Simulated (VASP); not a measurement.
# In3O2 (Pm-3m) in VASP: a series of runs

The runs below take In3O2 through single point, relaxation of cell and atoms, with PBE.

Program: VASP 6.6.1. These are calculated values, not measurements. Logs are shortened: lines on timing, memory, paths and dates and some standing lists are left out, and cuts for length are marked.

### Step 1. The cell of the first run

The structure is cubic, space group Pm-3m (No. 221). The conventional cell has a = 4.640 Å, b = 4.640 Å, c = 4.640 Å, α = 90.00°, β = 90.00°, γ = 90.00°. In (site symmetry 4/mmm) has 2 O at 2.32 Å within 3.1 Å. Within 3.1 Å of O (site symmetry m-3m) lie 6 In at 2.32 Å. Within 4.3 Å of O (site symmetry m-3m) lie 12 In at 3.28 Å and 8 O at 4.02 Å.

### Step 2. Single point, PBE

File INCAR:

```
PREC = Accurate
ENCUT = 520
EDIFF = 1E-6
ISMEAR = 0
SIGMA = 0.1
LREAL = F
LASPH = T
NELM = 100
ALGO = Normal
ISIF = 2
LWAVE = F
LCHARG = F
GGA = PE
NBANDS = 34
```

File KPOINTS:

```
Automatic mesh
0
Gamma
  4 4 4
```

File POSCAR:

```
In3O2
1.0
    4.6402516100      0.0000000000      0.0000000000
    0.0000000000      4.6402516100      0.0000000000
    0.0000000000      0.0000000000      4.6402516100
In O
3 2
Direct
    0.0000000000      0.5000000000      0.5000000000
    0.5000000000      0.0000000000      0.5000000000
    0.5000000000      0.5000000000      0.0000000000
    0.5000000000      0.5000000000      0.5000000000
    0.0000000000      0.0000000000      0.0000000000
```

Potentials or basis: VASP PAW PBE potentials, release 64 (In_d, O).

Started as:

```console
cat potpaw_PBE.64/In_d/POTCAR potpaw_PBE.64/O/POTCAR > POTCAR
mpirun -np 1 vasp_std > vasp.out
```

OUTCAR:

```text
PREC = Accurate
   ENCUT = 520
   EDIFF = 1E-6
   ISMEAR = 0
   LREAL = F
   LASPH = T
   NELM = 100
   ISIF = 2
   GGA = PE

 ion  position               nearest neighbor table
   1  0.000  0.500  0.500-   4 2.32   4 2.32   2 3.28   3 3.28   2 3.28   2 3.28   3 3.28   3 3.28
                             3 3.28   2 3.28
   2  0.500  0.000  0.500-   4 2.32   4 2.32   1 3.28   3 3.28   1 3.28   3 3.28   3 3.28   3 3.28
                             1 3.28   1 3.28
   3  0.500  0.500  0.000-   4 2.32   4 2.32   1 3.28   1 3.28   2 3.28   2 3.28   2 3.28   2 3.28
                             1 3.28   1 3.28
   4  0.500  0.500  0.500-   1 2.32   2 2.32   3 2.32   3 2.32   2 2.32   1 2.32
   5  0.000  0.000  0.000-

  LATTYP: Found a simple cubic cell.
 ALAT       =     4.6402516100

  Lattice vectors:

 A1 = (   4.6402516100,   0.0000000000,   0.0000000000)
 A2 = (   0.0000000000,   4.6402516100,   0.0000000000)
 A3 = (   0.0000000000,   0.0000000000,   4.6402516100)

Analysis of symmetry for initial positions (statically):
=====================================================================
 Subroutine PRICEL returns:
 Original cell was already a primitive cell.

 Routine SETGRP: Setting up the symmetry group for a
 simple cubic supercell.

 Subroutine GETGRP returns: Found 48 space group operations
 (whereof 48 operations were pure point group operations)
 out of a pool of 48 trial point group operations.

The static configuration has the point symmetry O_h .

Analysis of symmetry for dynamics (positions and initial velocities):
=====================================================================
 Subroutine PRICEL returns:
 Original cell was already a primitive cell.

 Routine SETGRP: Setting up the symmetry group for a
 simple cubic supercell.

 Subroutine GETGRP returns: Found 48 space group operations
 (whereof 48 operations were pure point group operations)
 out of a pool of 48 trial point group operations.

The dynamic configuration has the point symmetry O_h .

 Subroutine INISYM returns: Found 48 space group operations
 (whereof 48 operations are pure point group operations),
 and found     1 'primitive' translations

----------------------------------------------------------------------------------------

                                     Primitive cell

  volume of cell :      99.9136

[... 78 lines left out ...]
   NELM   =    100;   NELMIN=  2; NELMDL= -5     # of ELM steps
   EDIFF  = 0.1E-05   stopping-criterion for ELM
   LREAL  =      F    real-space projection
   EDIFFG = 0.1E-04   stopping-criterion for IOM
   NSW    =      0    number of steps for IOM
   IBRION =     -1    ionic relax: 0-MD 1-quasi-New 2-CG
   NFREE  =      0    steps in history (QN), initial steepest desc. (CG)
   ISIF   =      2    stress and relaxation
   ISYM   =      2    0-nonsym 1-usesym 2-fastsym
   POTIM  = 0.5000    time-step for ionic-motion
   TEBEG  =    0.0;   TEEND  =   0.0 temperature during run
   PSTRESS=    0.0 pullay stress
   NELECT =      51.0000    total number of electrons
   NUPDOWN=      -1.0000    fix difference up-down
   EMIN   =  10.00;   EMAX   =-10.00  energy-range for DOS
   EFERMI =   0.00;   METHOD = LEGACY
   ISMEAR =     0;   SIGMA  =   0.10  broadening in eV -4-tet -1-fermi 0-gaus
   EFERMI_NEDOS =   21; number of points for ismear=-14 and -15
   IALGO  =     38    algorithm
   IMIX   =      4    mixing-type and parameters
     AMIX     =   0.40;   BMIX     =  1.00
     AMIX_MAG =   1.60;   BMIX_MAG =  1.00
  volume/ion in A,a.u.               =      19.98       134.85
  Fermi-wavevector in a.u.,A,eV,Ry     =   1.308348  2.472420 23.290115  1.711775
  Thomas-Fermi vector in A             =   2.439021
   LORBIT       =      0    0 simple, 1 ext, 2 COOP (PROOUT), +10 PAW based schemes
   GGA     = PE    functional components
   LHFCALC =     F    Hartree Fock is set to
   AEXX    =    0.0000 exact exchange contribution
   IVDW    =     0    specifies the selected vdW correction
   LEPSILON=     F    determine dielectric tensor
   LRPA    =     F    only Hartree local field effects (RPA)
 non-spin polarized calculation
 Gauss-broadening in eV      SIGMA  =   0.10
  energy-cutoff  :      520.00
  volume of cell :       99.91
 maximum number of plane-waves:      2730
 NGX is ok and might be reduce to    36
   NGX = 17   NGY = 17   NGZ = 17

 number of electron      50.9999966 magnetization

 Free energy of the ion-electron system (eV)
  ---------------------------------------------------
  ext. energy  EPLUGINS =         0.00000000
  ---------------------------------------------------
  free energy    TOTEN  =       -17.41006227 eV

  energy without entropy =      -17.38133932  energy(sigma->0) =      -17.39570080

 E-fermi :   5.6733     XC(G=0): -10.0399

 val. band max:        5.6545448843   @ k =   0.5000   0.2500   0.2500
 cond. band min:       5.6889698273   @ k =   0.2500   0.2500   0.0000
 fundamental gap:      0.0344249430
 Fermi energy:         5.6733452899

 k-point     1 :       0.0000    0.0000    0.0000
  band No.  band energies     occupation
      1     -14.0103      2.00000
      2     -10.1900      2.00000
      3      -8.8984      2.00000
      4      -8.8984      2.00000
      5      -8.8984      2.00000
      6      -8.7436      2.00000
[... 359 lines left out ...]
     33      14.1583      0.00000
     34      15.7443      0.00000

------------------------ aborting loop because EDIFF is reached ----------------------------------------

  FORCE on cell =-STRESS in cart. coord.  units (eV):
  Direction    XX          YY          ZZ          XY          YZ          ZX
  --------------------------------------------------------------------------------------
  -------------------------------------------------------------------------------------
  Total        3.1297307      3.1297307      3.1297307      0.0000000     -0.0000000      0.0000000
  in kB       50.1871987     50.1871987     50.1871987      0.0000000     -0.0000000      0.0000000
  external PRESSURE =      50.1871987 kB  Pullay stress =       0.0000000 kB

 VOLUME and BASIS-vectors are now :
 -----------------------------------------------------------------------------
  energy-cutoff  :      520.00
  volume of cell :       99.91
      direct lattice vectors                 reciprocal lattice vectors
     4.640251610  0.000000000  0.000000000     0.215505555  0.000000000  0.000000000
     0.000000000  4.640251610  0.000000000     0.000000000  0.215505555  0.000000000
     0.000000000  0.000000000  4.640251610     0.000000000  0.000000000  0.215505555

 POSITION                                       TOTAL-FORCE (eV/Angst)
 -----------------------------------------------------------------------------------
      0.00000      2.32013      2.32013         0.000000      0.000000      0.000000
      2.32013      0.00000      2.32013         0.000000      0.000000      0.000000
      2.32013      2.32013      0.00000         0.000000      0.000000      0.000000
      2.32013      2.32013      2.32013         0.000000      0.000000      0.000000
      0.00000      0.00000      0.00000         0.000000      0.000000      0.000000
 -----------------------------------------------------------------------------------
    total drift:                                0.000000      0.000000      0.000000

  FREE ENERGIE OF THE ION-ELECTRON SYSTEM (eV)
  ---------------------------------------------------
  free  energy   TOTEN  =       -17.4100622675 eV

  energy  without entropy=      -17.3813393226  energy(sigma->0) =      -17.39570080
```

stdout:

```text
POSCAR found type information on POSCAR InO
 POSCAR found :  2 types and       5 ions
 scaLAPACK will be used
 LDA part: xc-table for (Slater+PW92), standard interpolation
 POSCAR, INCAR and KPOINTS ok, starting setup
 FFT: planning ... GRIDC
 FFT: planning ... GRID_SOFT
 FFT: planning ... GRID
 WAVECAR not read
 entering main loop
```

Run time: 43 s. Hardware: 1 thread of AMD EPYC 9R14 (Zen 4), shared host; peak memory 0.17 GiB.

Results:

- Free energy: -17.4101 eV
- Pressure: 5.0 GPa

Caveat: spin-orbit coupling is left out, which moves the levels of the heavy elements; an odd number of electrons without spin polarisation forces a metal; a magnetic or distorted state may lie lower.

### Step 3. Single point, PBE

This run uses another cell than the first one, of 21.92 Å³/atom, 1.097 times its volume.

File INCAR:

```
SYSTEM = In3O2
  ALGO = Normal
  EDIFF = 1E-6
  ENCUT = 520
  GGA = PE
  ISIF = 2
  ISMEAR = 0
  LASPH = .TRUE.
  LCHARG = .FALSE.
  LREAL = .FALSE.
  LWAVE = .FALSE.
  NBANDS = 34
  NELM = 80
  PREC = Accurate
  SIGMA = 0.1
```

File KPOINTS:

```
k-points
0
G
  4 4 4
  0 0 0
```

Edit POSCAR of step 2 so:

```diff
@@ -2,5 +2,5 @@
 1.0
-    4.6402516100      0.0000000000      0.0000000000
-    0.0000000000      4.6402516100      0.0000000000
-    0.0000000000      0.0000000000      4.6402516100
+    4.7853615966      0.0000000000      0.0000000000
+    0.0000000000      4.7853615966      0.0000000000
+    0.0000000000      0.0000000000      4.7853615966
 In O
```

Potentials or basis: VASP PAW PBE potentials, release 64 (In_d, O).

Started as:

```console
cat potpaw_PBE.64/In_d/POTCAR potpaw_PBE.64/O/POTCAR > POTCAR
mpirun -np 1 vasp_std > vasp.out
```

It took 47 s on 1 thread of AMD EPYC 9R14 (Zen 4), shared host; peak memory 0.18 GiB.

The run converged. Its results:

```
Free energy : -17.5666 eV
Pressure    : 0.2 GPa
```

Levels at points of the mesh, in eV from the Fermi level:
```csv
k point,band 23,band 24,band 25,band 26,band 27,band 28,band 29,band 30
"(0.00, 0.00, 0.00)",-1.52,-1.29,-1.29,-1.29,3.00,3.00,3.00,5.11
"(0.50, 0.00, 0.00)",-1.22,-1.13,-0.73,-0.37,2.85,3.19,3.19,3.43
"(0.50, 0.50, 0.00)",-1.68,-1.02,-0.62,0.61,0.61,2.98,2.98,4.37
"(0.50, 0.50, 0.50)",-2.31,0.16,0.16,0.16,1.35,1.35,1.35,1.66
```

Caveat: spin-orbit coupling is left out, which moves the levels of the heavy elements; an odd number of electrons without spin polarisation forces a metal; a magnetic or distorted state may lie lower.

### Step 4. Single point, PBE

This run uses another cell than the first one, of 21.72 Å³/atom, 1.087 times its volume.

File INCAR:

```
SYSTEM = In3O2
ALGO = Normal ; EDIFF = 1E-7
ENCUT = 520 ; GGA = PE
ISIF = 2 ; ISMEAR = 0
LASPH = .True. ; LCHARG = .False.
LREAL = .False. ; LWAVE = .False.
NBANDS = 34 ; NELM = 80
PREC = Accurate ; SIGMA = 0.1
```

File KPOINTS:

```
k-points
0
Gamma
  8 8 8
  0 0 0
```

Edit POSCAR of step 3 so:

```diff
@@ -2,5 +2,5 @@
 1.0
-    4.7853615966      0.0000000000      0.0000000000
-    0.0000000000      4.7853615966      0.0000000000
-    0.0000000000      0.0000000000      4.7853615966
+    4.7712098809      0.0000000000      0.0000000000
+    0.0000000000      4.7712098809      0.0000000000
+    0.0000000000      0.0000000000      4.7712098809
 In O
```

Started as:

```console
cat potpaw_PBE.64/In_d/POTCAR potpaw_PBE.64/O/POTCAR > POTCAR
mpirun -np 1 vasp_std > vasp.out
```

Run time: 2.5 min. Hardware: 1 thread of AMD EPYC 9R14 (Zen 4), shared host; peak memory 0.22 GiB.

The run converged. Its results:

```
Free energy : -17.5575 eV
Pressure    : -0.1 GPa
```

Levels at points of the mesh, in eV from the Fermi level:
```tsv
k point	band 24	band 25	band 26	band 27	band 28	band 29
(0.00, 0.00, 0.00)	-1.33	-1.33	-1.33	2.97	2.97	2.97
(0.50, 0.00, 0.00)	-1.15	-0.78	-0.39	2.81	3.15	3.15
(0.50, 0.50, 0.00)	-1.06	-0.68	0.60	0.60	2.93	2.93
(0.50, 0.50, 0.50)	0.13	0.13	0.13	1.32	1.32	1.32
```

Caveat: spin-orbit coupling is left out, which moves the levels of the heavy elements; an odd number of electrons without spin polarisation forces a metal; a magnetic or distorted state may lie lower.

(Continued in part 2 of 2.)
